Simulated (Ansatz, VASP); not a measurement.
# Two plane-wave programs on GaSb

```
CELL_PARAMETERS angstrom
6.10983 0.00000 0.00000
0.00000 4.32031 0.00000
0.00000 0.00000 24.64061
ATOMIC_POSITIONS crystal
Ga 0.55564 0.50000 0.34538
Ga 0.97241 0.00000 0.40942
Ga 0.48048 0.50000 0.50000
Ga 0.97242 0.00000 0.59058
Ga 0.55566 0.50000 0.65462
Sb 0.76528 0.00000 0.31408
Sb 0.22490 0.50000 0.41283
Sb 0.73299 0.00000 0.50000
Sb 0.22491 0.50000 0.58717
Sb 0.76529 0.00000 0.68592
```

Alike in both runs: functional PBEsol; k mesh 6 × 8 × 1; occupations gaussian, width 0.1 eV; no spin polarisation.

Ansatz relaxed the structure, and its values are those at the end. VASP's run is a single point on that final structure, the one shown.

|  | VASP | Ansatz |
| --- | --- | --- |
| version | VASP 6.6.1 | Ansatz 0.2.0 |
| potentials or method | VASP PAW PBE potentials, release 64 (Ga_d, Sb), cutoff 520 eV | plane-wave PAW, scalar-relativistic |
| valence electrons in the cell | 90 | 140 |

|  | VASP | Ansatz | Ansatz less VASP |
| --- | --- | --- | --- |
| rms of the force components (eV/Å) | 0.013 | 0.003 | -0.0098 |

VASP's potentials were made for PBE, not for PBEsol, and Ansatz warns of the same on its side. VASP's potentials hold 90 valence electrons a cell and Ansatz's 140, so a difference there can come from the potentials and not from the codes.

Neither program's run includes spin-orbit coupling.
